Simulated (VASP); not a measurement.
# GaAs (F-43m) in VASP: elastic constants with r2SCAN

Aim: the elastic constants of GaAs with r2SCAN.

All numbers are computed with VASP 6.6.1; they aren't measurements. Logs are shortened: lines on timing, memory, paths and dates and some standing lists are left out, and cuts for length are marked.

## 1. The cell of the first run

Symmetry: F-43m, No. 216, cubic system. Conventional cell: a = 5.667 Å, b = 5.667 Å, c = 5.667 Å, α = 90.00°, β = 90.00°, γ = 90.00°. Within 3.2 Å of Ga (site symmetry -43m) lie 4 As at 2.45 Å. Within 3.2 Å of As (site symmetry -43m) lie 4 Ga at 2.45 Å.

## 2. Elastic constants, r2SCAN

INCAR

```
SYSTEM = GaAs
PREC = Accurate
ENCUT = 600
EDIFF = 1E-8
ISMEAR = 0
SIGMA = 0.01
LREAL = .FALSE.
LASPH = .TRUE.
NELM = 80
ALGO = Normal
ISIF = 3
LWAVE = .FALSE.
LCHARG = .FALSE.
METAGGA = R2SCAN
LMIXTAU = .TRUE.
IBRION = 6
NFREE = 2
POTIM = 0.015
NSW = 1
```

KPOINTS

```
Automatic mesh
0
G
  8 8 8
  0 0 0
```

POSCAR

```
GaAs
1.0
    2.8334300943      2.8334300943      0.0000000000
   -2.8334300943      2.8334300943      0.0000000000
    0.0000000000      2.8334300943      2.8334300943
Ga As
1 1
Direct
    0.0000000000      0.0000000000      0.0000000000
    0.7500000000      0.2500000000      0.5000000000
```

Potentials or basis: VASP PAW PBE potentials, release 64 (Ga_d, As).

On the command line:

```bash
$ cat potpaw_PBE.64/Ga_d/POTCAR potpaw_PBE.64/As/POTCAR > POTCAR
$ mpirun -np 1 vasp_std > vasp.out
```

OUTCAR:

```text
SYSTEM = GaAs
   PREC = Accurate
   ENCUT = 600
   EDIFF = 1E-8
   ISMEAR = 0
   LREAL = .FALSE.
   LASPH = .TRUE.
   NELM = 80
   ISIF = 3
   METAGGA = R2SCAN
   IBRION = 6
   NFREE = 2
   POTIM = 0.015
   NSW = 1

 ion  position               nearest neighbor table
   1  0.000  0.000  0.000-   2 2.45   2 2.45   2 2.45   2 2.45
   2  0.750  0.250  0.500-   1 2.45   1 2.45   1 2.45   1 2.45

  LATTYP: Found a face centered cubic cell.
 ALAT       =     5.6668601886

  Lattice vectors:

 A1 = (   0.0000000000,   2.8334300943,   2.8334300943)
 A2 = (   2.8334300943,   0.0000000000,   2.8334300943)
 A3 = (   2.8334300943,   2.8334300943,   0.0000000000)

Analysis of symmetry for initial positions (statically):
=====================================================================
 Subroutine PRICEL returns:
 Original cell was already a primitive cell.

 Routine SETGRP: Setting up the symmetry group for a
 face centered cubic supercell.

 Subroutine GETGRP returns: Found 24 space group operations
 (whereof 24 operations were pure point group operations)
 out of a pool of 48 trial point group operations.

The static configuration has the point symmetry T_d .

Analysis of symmetry for dynamics (positions and initial velocities):
=====================================================================
 Subroutine PRICEL returns:
 Original cell was already a primitive cell.

 Routine SETGRP: Setting up the symmetry group for a
 face centered cubic supercell.

 Subroutine GETGRP returns: Found 24 space group operations
 (whereof 24 operations were pure point group operations)
 out of a pool of 48 trial point group operations.

The dynamic configuration has the point symmetry T_d .

 Subroutine INISYM returns: Found 24 space group operations
 (whereof 24 operations are pure point group operations),
 and found     1 'primitive' translations
[... 716 lines left out ...]
      4     -11.5289      2.00000
      5     -11.5207      2.00000
      6      -7.3526      2.00000
      7      -3.0333      2.00000
      8       0.3387      2.00000
      9       1.6549      2.00000
     10       6.9883      0.00000
     11       8.1716      0.00000
     12      10.3572      0.00000
     13      11.8063      0.00000

 [... further k-points ...]

------------------------ aborting loop because EDIFF is reached ----------------------------------------

  FORCE on cell =-STRESS in cart. coord.  units (eV):
  Direction    XX          YY          ZZ          XY          YZ          ZX
  --------------------------------------------------------------------------------------
  -------------------------------------------------------------------------------------
  Total        0.0173117      0.0195810      0.0195810      0.0000000     -0.1055792      0.0000000
  in kB        0.6096545      0.6895678      0.6895678      0.0000000     -3.7181020      0.0000000
  external PRESSURE =       0.6629300 kB  Pullay stress =       0.0000000 kB
[... 17 lines left out ...]
  FREE ENERGIE OF THE ION-ELECTRON SYSTEM (eV)
  ---------------------------------------------------
  free  energy   TOTEN  =       -27.0530237177 eV

  energy  without entropy=      -27.0530237177  energy(sigma->0) =      -27.05302372

 INTERNAL STRAIN TENSORS FROM STRAINED CELLS
 ============================================

 INTERNAL STRAIN TENSOR FOR ION    1 for displacements in x,y,z  (eV/Angst):
          X           Y           Z          XY          YZ          ZX
  --------------------------------------------------------------------------------
  x     0.00000    -0.00000    -0.00000     0.00000    -6.97807    -0.00000
  y    -0.00000    -0.00000     0.00000    -0.00000     0.00000    -6.97807
  z    -0.00000    -0.00000     0.00000    -6.97737     0.00000     0.00000

 INTERNAL STRAIN TENSORS FROM DISPLACED ATOMS
 ============================================

 INTERNAL STRAIN TENSOR FOR ION    1 for displacements in x,y,z  (eV/Angst):
          X           Y           Z          XY          YZ          ZX
  --------------------------------------------------------------------------------
  x    -0.00000     0.00000     0.00000     0.00000    -6.94994     0.00000
  y     0.00000    -0.00000     0.00000     0.00000     0.00000    -6.94994
  z     0.00000     0.00000    -0.00000    -6.94994     0.00000     0.00000

 INTERNAL STRAIN TENSOR FOR ION    2 for displacements in x,y,z  (eV/Angst):
          X           Y           Z          XY          YZ          ZX
  --------------------------------------------------------------------------------
  x    -0.00000     0.00000     0.00000     0.00000     7.01322     0.00000
  y    -0.00000     0.00000    -0.00000     0.00000     0.00000     7.01322
  z     0.00000     0.00000    -0.00000     7.01322     0.00000     0.00000

 Eigenvectors and eigenvalues of the dynamical matrix
 ----------------------------------------------------

   1 f  =    7.956468 THz    49.991961 2PiTHz  265.399196 cm-1    32.905292 meV
             X         Y         Z           dx          dy          dz
      0.000000  0.000000  0.000000     0.716055   -0.000000    0.000000
      1.416715  4.250145  1.416715    -0.698043    0.000000    0.000000
[... 21 lines left out ...]
   6 f/i=    0.041682 THz     0.261898 2PiTHz    1.390373 cm-1     0.172384 meV
             X         Y         Z           dx          dy          dz
      0.000000  0.000000  0.000000    -0.305416    0.569022    0.264951
      1.416715  4.250145  1.416715    -0.313297    0.583705    0.271788

--------------------------------------------------------------------------------------------------------

 ELASTIC MODULI CONTR FROM IONIC RELAXATION (kBar)
 Direction    XX          YY          ZZ          XY          YZ          ZX
 --------------------------------------------------------------------------------
 XX          -0.0000      0.0000     -0.0000     -0.0000      0.0000      0.0000
 YY           0.0000     -0.0000      0.0000     -0.0000      0.0000     -0.0000
 ZZ          -0.0000      0.0000     -0.0000      0.0000      0.0000      0.0000
 XY          -0.0000     -0.0000      0.0000   -183.4315      0.0000      0.0000
 YZ           0.0000      0.0000      0.0000      0.0000   -183.4315      0.0000
 ZX           0.0000     -0.0000      0.0000      0.0000      0.0000   -183.4315
 --------------------------------------------------------------------------------

 TOTAL ELASTIC MODULI (kBar)
 Direction    XX          YY          ZZ          XY          YZ          ZX
 --------------------------------------------------------------------------------
 XX        1176.3533    499.2757    499.2757     -0.0000      0.0000      0.0000
 YY         499.2757   1176.3533    499.2757      0.0000      0.0000     -0.0000
 ZZ         499.2757    499.2757   1176.3533      0.0000      0.0000      0.0000
 XY          -0.0000      0.0000      0.0000    596.3430      0.0000      0.0000
 YZ           0.0000      0.0000      0.0000      0.0000    596.3430      0.0000
 ZX           0.0000     -0.0000      0.0000      0.0000      0.0000    596.3430
 --------------------------------------------------------------------------------
```

OSZICAR:

```text
N       E                     dE             d eps       ncg     rms          rms(c)
DAV:   1     0.673383472734E+02    0.67338E+02   -0.10300E+04   762   0.216E+03
DAV:   2    -0.220435856652E+02   -0.89382E+02   -0.86245E+02   834   0.358E+02
DAV:   3    -0.290190123174E+02   -0.69754E+01   -0.69273E+01   939   0.823E+01
[... 302 lines left out ...]
DAV:   6    -0.270530228895E+02    0.41683E-07   -0.27831E-06  2915   0.143E-02    0.936E-04
DAV:   7    -0.270530236814E+02   -0.79193E-06   -0.85272E-07  2540   0.852E-03    0.717E-04
DAV:   8    -0.270530236347E+02    0.46774E-07   -0.13152E-07  2705   0.373E-03    0.263E-04
DAV:   9    -0.270530236941E+02   -0.59405E-07   -0.84820E-08  2555   0.298E-03    0.134E-04
DAV:  10    -0.270530237158E+02   -0.21732E-07   -0.52083E-09  1745   0.797E-04    0.560E-05
DAV:  11    -0.270530237177E+02   -0.19118E-08   -0.96323E-10  1265   0.269E-04
  17 F= -.27053024E+02 E0= -.27053024E+02  d E =-.371868E-52
```

Run time: 57 min. Hardware: 1 thread of Oxide Virtual Turin-like, shared host; peak memory 0.33 GiB.

What came out:

| Quantity | Value |
| --- | --- |
| Elastic constants C11, C12, C44 | 118, 50, 60 GPa |
| Voigt bulk modulus | 72 GPa |
| Highest phonon frequency at Γ, LO-TO splitting left out | 265 cm⁻¹ |

Phonon frequencies in cm⁻¹ (negative: imaginary):
```csv
q point,frequencies
"(0.000, 0.000, 0.000)",-1 -1 -1 265 265 265
```

Elastic tensor in Voigt notation (GPa, in the Cartesian axes of the cell as first typed):
```
118  50  50   0   0   0
 50 118  50   0   0   0
 50  50 118   0   0   0
  0   0   0  60   0   0
  0   0   0   0  60   0
  0   0   0   0   0  60
```

Clamped-ion elastic tensor (GPa):
```
118  50  50   0   0   0
 50 118  50   0   0   0
 50  50 118   0   0   0
  0   0   0  78   0   0
  0   0   0   0  78   0
  0   0   0   0   0  78
```

Caveat: the PAW data sets were made with another functional, which shifts forces and pressure a little.
